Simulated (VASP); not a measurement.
# Si2Ni (Fm-3m) in VASP: notebook

Si2Ni is run at these levels: PBE+D4, LDA, revPBE; tasks: single point.

Everything below comes from runs of VASP 6.6.1. Logs are shortened: lines on timing, memory, paths and dates and some standing lists are left out, and cuts for length are marked.

**1. The cell of the first run**

The structure is cubic, space group Fm-3m (No. 225). The conventional cell has a = 5.412 Å, b = 5.412 Å, c = 5.412 Å, α = 90.00°, β = 90.00°, γ = 90.00°. Within 3.1 Å of Si (site symmetry -43m) lie 4 Ni at 2.34 Å and 6 Si at 2.71 Å. Ni (site symmetry m-3m) has 8 Si at 2.34 Å within 3.1 Å.

**2. Single point, PBE+D4, collinear spin (13.21 Å³/atom)**

Contents of INCAR:

```
SYSTEM = Si2Ni
  PREC = Accurate
  ENCUT = 520
  EDIFF = 1E-6
  ISMEAR = 0
  SIGMA = 0.05
  LREAL = .FALSE.
  LASPH = .TRUE.
  NELM = 150
  ALGO = Normal
  ISIF = 2
  LWAVE = .FALSE.
  LCHARG = .FALSE.
  ISPIN = 2
  MAGMOM = 0 0 0.05
  LORBIT = 11
  LMAXMIX = 4
  GGA = PE
  IVDW = 13
  NBANDS = 20
```

Contents of KPOINTS:

```
Automatic mesh
0
G
  8 8 8
  0 0 0
```

Contents of POSCAR:

```
Si2Ni
1.0
    0.0000000000      2.7061633916      2.7061633916
    2.7061633916      0.0000000000      2.7061633916
    2.7061633916      2.7061633916      0.0000000000
Si Ni
2 1
Direct
    0.2500000000      0.2500000000      0.2500000000
    0.7500000000      0.7500000000      0.7500000000
    0.0000000000      0.0000000000      0.0000000000
```

Potentials or basis: VASP PAW PBE potentials, release 64 (Si, Ni).

The run is started by

```sh
$ cat potpaw_PBE.64/Si/POTCAR potpaw_PBE.64/Ni/POTCAR > POTCAR
$ mpirun -np 1 vasp_std > vasp.out
```

OUTCAR:

```text
SYSTEM = Si2Ni
   PREC = Accurate
   ENCUT = 520
   EDIFF = 1E-6
   ISMEAR = 0
   LREAL = .FALSE.
   LASPH = .TRUE.
   NELM = 150
   ISIF = 2
   ISPIN = 2
   LORBIT = 11
   GGA = PE
   IVDW = 13

 ion  position               nearest neighbor table
   1  0.250  0.250  0.250-   3 2.34   3 2.34   3 2.34   3 2.34   2 2.71   2 2.71   2 2.71   2 2.71
                             2 2.71   2 2.71
   2  0.750  0.750  0.750-   3 2.34   3 2.34   3 2.34   3 2.34   1 2.71   1 2.71   1 2.71   1 2.71
                             1 2.71   1 2.71
   3  0.000  0.000  0.000-   2 2.34   2 2.34   2 2.34   1 2.34   1 2.34   1 2.34   2 2.34   1 2.34

  LATTYP: Found a face centered cubic cell.
 ALAT       =     5.4123267832

  Lattice vectors:

 A1 = (   0.0000000000,   2.7061633916,   2.7061633916)
 A2 = (   2.7061633916,   0.0000000000,   2.7061633916)
 A3 = (   2.7061633916,   2.7061633916,   0.0000000000)

Analysis of symmetry for initial positions (statically):
=====================================================================
 Subroutine PRICEL returns:
 Original cell was already a primitive cell.

 Routine SETGRP: Setting up the symmetry group for a
 face centered cubic supercell.

 Subroutine GETGRP returns: Found 48 space group operations
 (whereof 48 operations were pure point group operations)
 out of a pool of 48 trial point group operations.

The static configuration has the point symmetry O_h .

Analysis of symmetry for dynamics (positions and initial velocities):
=====================================================================
 Subroutine PRICEL returns:
 Original cell was already a primitive cell.

 Routine SETGRP: Setting up the symmetry group for a
 face centered cubic supercell.

 Subroutine GETGRP returns: Found 48 space group operations
 (whereof 48 operations were pure point group operations)
 out of a pool of 48 trial point group operations.

The dynamic configuration has the point symmetry O_h .

Analysis of structural, dynamic, and magnetic symmetry:
=====================================================================
 Subroutine PRICEL returns:
 Original cell was already a primitive cell.

 Routine SETGRP: Setting up the symmetry group for a
 face centered cubic supercell.

 Subroutine GETGRP returns: Found 48 space group operations
 (whereof 48 operations were pure point group operations)
 out of a pool of 48 trial point group operations.

The overall configuration has the point symmetry O_h .

 Subroutine INISYM returns: Found 48 space group operations
 (whereof 48 operations are pure point group operations),
 and found     1 'primitive' translations

----------------------------------------------------------------------------------------

                                     Primitive cell

  volume of cell :      39.6362

  direct lattice vectors                    reciprocal lattice vectors
     0.000000000  2.706163392  2.706163392    -0.184763419  0.184763419  0.184763419
     2.706163392  0.000000000  2.706163392     0.184763419 -0.184763419  0.184763419
     2.706163392  2.706163392  0.000000000     0.184763419  0.184763419 -0.184763419

  length of vectors
     3.827092970  3.827092970  3.827092970     0.320019629  0.320019629  0.320019629

  position of ions in fractional coordinates (direct lattice)
     0.250000000  0.250000000  0.250000000
     0.750000000  0.750000000  0.750000000
     0.000000000  0.000000000  0.000000000

  ion indices of the primitive-cell ions
   primitive index   ion index
                 1           1
                 2           2
                 3           3

----------------------------------------------------------------------------------------

 KPOINTS: Automatic mesh

Automatic generation of k-mesh.
 Grid dimensions read from file:
 generate k-points for:    8    8    8

 Generating k-lattice:

  Cartesian coordinates                     Fractional coordinates (reciprocal lattice)
    -0.023095427  0.023095427  0.023095427     0.125000000  0.000000000  0.000000000
     0.023095427 -0.023095427  0.023095427     0.000000000  0.125000000  0.000000000
     0.023095427  0.023095427 -0.023095427     0.000000000  0.000000000  0.125000000

  Length of vectors
     0.040002454  0.040002454  0.040002454

  Shift w.r.t. Gamma in fractional coordinates (k-lattice)
     0.000000000  0.000000000  0.000000000

 Subroutine IBZKPT returns following result:
 ===========================================

 Found     29 irreducible k-points:

 Following reciprocal coordinates:
            Coordinates               Weight
  0.000000  0.000000  0.000000      1.000000
  0.125000  0.000000  0.000000      8.000000
  0.250000  0.000000  0.000000      8.000000
  0.375000  0.000000  0.000000      8.000000
  0.500000  0.000000  0.000000      4.000000
  0.125000  0.125000  0.000000      6.000000
[... 16 lines left out ...]
  0.500000  0.250000  0.125000     48.000000
 -0.375000  0.250000  0.125000     24.000000
 [... further k-points ...]
   k-points           NKPTS =     29   k-points in BZ     NKDIM =     29   number of bands    NBANDS=     20
   number of dos      NEDOS =    301   number of ions     NIONS =      3
   total plane-waves  NPLWV =  21952
   dimension x,y,z NGX =    28 NGY =   28 NGZ =   28
   dimension x,y,z NGXF=    56 NGYF=   56 NGZF=   56
   ions per type =               2   1
   NGX,Y,Z   is equivalent  to a cutoff of  12.16, 12.16, 12.16 a.u.
   NGXF,Y,Z  is equivalent  to a cutoff of  24.33, 24.33, 24.33 a.u.
 SYSTEM =  Si2Ni
   PREC   = accura    normal or accurate (medium, high low for compatibility)
   ISTART =      0    job   : 0-new  1-cont  2-samecut
   ICHARG =      2    charge: 1-file 2-atom 10-const
   ISPIN  =      2    spin polarized calculation?
   LNONCOLLINEAR =      F non collinear calculations
   LSORBIT =      F    spin-orbit coupling
   LASPH  =      T    aspherical Exc in radial PAW
   ENCUT  =  520.0 eV  38.22 Ry    6.18 a.u.   7.12  7.12  7.12*2*pi/ulx,y,z
   NELM   =    150;   NELMIN=  2; NELMDL= -5     # of ELM steps
   EDIFF  = 0.1E-05   stopping-criterion for ELM
   LREAL  =      F    real-space projection
   EDIFFG = 0.1E-04   stopping-criterion for IOM
   NSW    =      0    number of steps for IOM
   IBRION =     -1    ionic relax: 0-MD 1-quasi-New 2-CG
   NFREE  =      0    steps in history (QN), initial steepest desc. (CG)
   ISIF   =      2    stress and relaxation
   ISYM   =      2    0-nonsym 1-usesym 2-fastsym
   POTIM  = 0.5000    time-step for ionic-motion
   TEBEG  =    0.0;   TEEND  =   0.0 temperature during run
   PSTRESS=    0.0 pullay stress
   NELECT =      18.0000    total number of electrons
   NUPDOWN=      -1.0000    fix difference up-down
   EMIN   =  10.00;   EMAX   =-10.00  energy-range for DOS
   EFERMI =   0.00;   METHOD = LEGACY
   ISMEAR =     0;   SIGMA  =   0.05  broadening in eV -4-tet -1-fermi 0-gaus
   EFERMI_NEDOS =   21; number of points for ismear=-14 and -15
   IALGO  =     38    algorithm
   IMIX   =      4    mixing-type and parameters
     AMIX     =   0.40;   BMIX     =  1.00
     AMIX_MAG =   1.60;   BMIX_MAG =  1.00
  volume/ion in A,a.u.               =      13.21        89.16
  Fermi-wavevector in a.u.,A,eV,Ry     =   1.258351  2.377938 21.544093  1.583446
  Thomas-Fermi vector in A             =   2.391964
   LORBIT       =     11    0 simple, 1 ext, 2 COOP (PROOUT), +10 PAW based schemes
   GGA     = PE    functional components
   LHFCALC =     F    Hartree Fock is set to
   AEXX    =    0.0000 exact exchange contribution
   IVDW    =    13    specifies the selected vdW correction
   LEPSILON=     F    determine dielectric tensor
   LRPA    =     F    only Hartree local field effects (RPA)
 spin polarized calculation
 Gauss-broadening in eV      SIGMA  =   0.05
  energy-cutoff  :      520.00
  volume of cell :       39.64
 maximum number of plane-waves:      1090
   NGX = 15   NGY = 15   NGZ = 15

 number of electron      18.0000001 magnetization       0.0001987

 number of electron      18.0000001 magnetization      -0.0000006

 Free energy of the ion-electron system (eV)
  ---------------------------------------------------
  ext. energy  EPLUGINS =         0.00000000
  ---------------------------------------------------
  free energy    TOTEN  =       -17.35699406 eV

  energy without entropy =      -17.35438978  energy(sigma->0) =      -17.35569192

 E-fermi :  10.2880     XC(G=0): -11.5705

 val. band max:       10.2741531365   @ k =   0.2500   0.0000   0.0000
 cond. band min:      10.3352682188   @ k =   0.3750   0.2500   0.0000
 fundamental gap:      0.0611150823
 Fermi energy:        10.2880464627

 spin component 1

 k-point     1 :       0.0000    0.0000    0.0000
  band No.  band energies     occupation
      1      -3.4170      1.00000
      2       5.2115      1.00000
      3       5.2115      1.00000
      4       5.2115      1.00000
      5       6.8933      1.00000
      6       6.8933      1.00000
[... 12 lines left out ...]
     19      19.5648      0.00000
     20      23.2365      0.00000

 k-point     2 :       0.1250    0.0000    0.0000
  band No.  band energies     occupation
      1      -3.1862      1.00000
      2       4.7481      1.00000
      3       5.2833      1.00000
      4       5.2833      1.00000
      5       6.8541      1.00000
      6       6.8541      1.00000
[... 12 lines left out ...]
     19      20.5948      0.00000
     20      23.9846      0.00000
[... 465 lines left out ...]
      3       4.8008      1.00000
      4       5.5777      1.00000
      5       6.0671      1.00000
      6       6.7506      1.00000
[... 12 lines left out ...]
     19      23.9750      0.00000
     20      26.0399      0.00000

 k-point    24 :      -0.3750    0.2500    0.1250
  band No.  band energies     occupation
      1       0.3946      1.00000
      2       0.8211      1.00000
      3       4.8244      1.00000
      4       5.2144      1.00000
      5       6.1413      1.00000
      6       6.8678      1.00000
[... 12 lines left out ...]
     19      24.4292      0.00000
     20      25.0519      0.00000

 [... further k-points ...]

 spin component 2

 k-point     1 :       0.0000    0.0000    0.0000
  band No.  band energies     occupation
      1      -3.4170      1.00000
      2       5.2115      1.00000
      3       5.2115      1.00000
      4       5.2115      1.00000
      5       6.8934      1.00000
      6       6.8934      1.00000
[... 12 lines left out ...]
     19      19.5647      0.00000
     20      23.2364      0.00000

 k-point     2 :       0.1250    0.0000    0.0000
  band No.  band energies     occupation
      1      -3.1862      1.00000
      2       4.7482      1.00000
      3       5.2833      1.00000
      4       5.2833      1.00000
      5       6.8542      1.00000
      6       6.8542      1.00000
[... 12 lines left out ...]
     19      20.5948      0.00000
     20      23.9845      0.00000
[... 465 lines left out ...]
      3       4.8008      1.00000
      4       5.5778      1.00000
      5       6.0671      1.00000
      6       6.7506      1.00000
[... 12 lines left out ...]
     19      23.9750      0.00000
     20      26.0399      0.00000

 k-point    24 :      -0.3750    0.2500    0.1250
  band No.  band energies     occupation
      1       0.3946      1.00000
      2       0.8211      1.00000
      3       4.8244      1.00000
      4       5.2144      1.00000
      5       6.1413      1.00000
      6       6.8678      1.00000
[... 12 lines left out ...]
     19      24.4292      0.00000
     20      25.0519      0.00000

 [... further k-points ...]

------------------------ aborting loop because EDIFF is reached ----------------------------------------

  DFT-D4 for vdW energy calculation

  Edisp (eV):   -1.36470

  FORCE on cell =-STRESS in cart. coord.  units (eV):
  Direction    XX          YY          ZZ          XY          YZ          ZX
  --------------------------------------------------------------------------------------
  -------------------------------------------------------------------------------------
  Total      -0.73550    -0.73550    -0.73550    -0.00000    -0.00000     0.00000
  in kB     -29.73043   -29.73043   -29.73043    -0.00000    -0.00000     0.00000
  external pressure =      -29.73 kB  Pullay stress =        0.00 kB

 VOLUME and BASIS-vectors are now :
 -----------------------------------------------------------------------------
  energy-cutoff  :      520.00
  volume of cell :       39.64
      direct lattice vectors                 reciprocal lattice vectors
     0.000000000  2.706163392  2.706163392    -0.184763419  0.184763419  0.184763419
     2.706163392  0.000000000  2.706163392     0.184763419 -0.184763419  0.184763419
     2.706163392  2.706163392  0.000000000     0.184763419  0.184763419 -0.184763419

 POSITION                                       TOTAL-FORCE (eV/Angst)
 -----------------------------------------------------------------------------------
      1.35308      1.35308      1.35308         0.000000      0.000000      0.000000
      4.05925      4.05925      4.05925        -0.000000     -0.000000     -0.000000
      0.00000      0.00000      0.00000         0.000000      0.000000      0.000000
 -----------------------------------------------------------------------------------
    total drift:                               -0.000000     -0.000000      0.000000

  FREE ENERGIE OF THE ION-ELECTRON SYSTEM (eV)
  ---------------------------------------------------
  free  energy   TOTEN  =       -18.7216964940 eV

  energy  without entropy=      -18.7190922139  energy(sigma->0) =      -18.72039435

 total charge

# of ion       s       p       d       tot
------------------------------------------
    1        0.739   0.844   0.000   1.583
    2        0.739   0.844   0.000   1.583
    3        0.558   0.800   8.441   9.798
--------------------------------------------------
tot          2.035   2.489   8.441  12.964

 magnetization (x)

# of ion       s       p       d       tot
------------------------------------------
    1       -0.000   0.000   0.000   0.000
    2       -0.000   0.000   0.000   0.000
    3       -0.000   0.000   0.000   0.000
--------------------------------------------------
tot         -0.000   0.000   0.000   0.000
```

Wall time 69 s (1 thread of Intel Xeon 8259CL, shared host); peak memory 0.19 GiB.

What came out:

```
Free energy                                           : -18.7217 eV
Pressure                                              : -3.0 GPa
Band gap on the k mesh                                : zero (filled and empty bands overlap)
Net moment                                            : 0.00 μB per cell
Valence electrons inside the program's atomic spheres : Si 1.58; Ni 9.80
Dispersion energy per atom                            : -0.455 eV
```

**3. Single point, LDA, collinear spin (13.22 Å³/atom)**

Contents of INCAR:

```
PREC = Accurate ; ENCUT = 520
EDIFF = 1E-7 ; ISMEAR = 0
SIGMA = 0.05 ; LREAL = F
LASPH = T ; NELM = 150
ALGO = Normal ; ISIF = 2
LWAVE = F ; LCHARG = T
ISPIN = 2 ; MAGMOM = 0 0 0.05
LORBIT = 11 ; LMAXMIX = 4
GGA = CA ; LELF = T
LVHAR = T ; NBANDS = 20
```

Contents of KPOINTS:

```
Automatic mesh
0
Gamma
  8 8 8
```

Contents of POSCAR:

```
Si2Ni
1.0
    0.0000000000      2.7066371893      2.7066371893
    2.7066371893      0.0000000000      2.7066371893
    2.7066371893      2.7066371893      0.0000000000
Si Ni
2 1
Direct
    0.2500000000      0.2500000000      0.2500000000
    0.7500000000      0.7500000000      0.7500000000
    0.0000000000      0.0000000000      0.0000000000
```

Potentials or basis: VASP PAW LDA potentials, release 64 (Si, Ni).

The run is started by

```sh
$ cat potpaw_LDA.64/Si/POTCAR potpaw_LDA.64/Ni/POTCAR > POTCAR
$ mpirun -np 1 vasp_std > vasp.out
```

Run time: 67 s. Hardware: 1 thread of Intel Xeon 8259CL, shared host; peak memory 0.17 GiB.

Results (log left out):

```yaml
Free_energy: -19.8702 eV
Pressure: -5.3 GPa
Band_gap_on_the_k_mesh: zero (filled and empty bands overlap)
Net_moment: 0.00 μB per cell
Valence_electrons_inside_the_program's_atomic_spheres: Si 1.60; Ni 9.82
```

Levels at points of the mesh, in eV from the Fermi level:
Spin up:
```
           k point  band 5  band 6  band 7  band 8  band 9  band 10  band 11  band 12  band 13  band 14
(0.00, 0.00, 0.00)   -3.41   -3.41   -0.30    1.81    1.81     1.81     2.41     2.41     2.41     4.79
(0.50, 0.00, 0.00)   -3.64   -3.24   -3.24   -1.29   -1.29     1.83     1.93     1.93     2.64     9.30
(0.50, 0.50, 0.00)   -4.35   -3.53   -3.53   -3.33   -3.01    -0.36     1.51     7.91     8.30     8.30
```
Spin down:
```tsv
k point	band 6	band 7	band 8	band 9	band 10	band 11	band 12	band 13
(0.00, 0.00, 0.00)	-3.41	-0.30	1.81	1.81	1.81	2.41	2.41	2.41
(0.50, 0.00, 0.00)	-3.24	-3.24	-1.29	-1.29	1.83	1.93	1.93	2.64
(0.50, 0.50, 0.00)	-3.53	-3.53	-3.33	-3.01	-0.36	1.51	7.91	8.30
```

Caveat: the cell stands under tension.

(Continued in part 2 of 2.)
